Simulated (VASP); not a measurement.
A run of VASP 6.6.1:

INCAR

```
ALGO = Normal
EDIFF = 1E-6
ENCUT = 520
GGA = PE
ISIF = 2
ISMEAR = 0
ISYM = 0
LASPH = T
LCHARG = F
LREAL = F
LWAVE = F
NBANDS = 21
NELM = 100
PREC = Accurate
SIGMA = 0.1
```

KPOINTS

```
k-points
0
Gamma
  9 9 10
```

The input POSCAR:

```
Ge
1.0
    3.8677046954     -0.0000007969      0.0032674629
   -1.9338530378      3.3495317159      0.0000000000
    1.9368426003      1.1182365967      3.3976468382
Ge
2
Direct
   -0.0068847000      0.4965576500      0.5099070161
    0.5068847000      0.2534423500      0.2400929839
```

Potentials or basis: VASP PAW PBE potentials, release 64 (Ge_d).

Command:

```bash
$ cat potpaw_PBE.64/Ge_d/POTCAR > POTCAR
$ mpirun -np 1 vasp_std > vasp.out
```

Hardware: 1 thread of Intel Xeon 8259CL, with other jobs on the host.

Problem. Estimate the wall time of this run.

Solution. It took 8.8 min on 1 thread of Intel Xeon 8259CL, on a shared host, peak memory 0.39 GiB. Counts: scf iterations 12, k points 406.
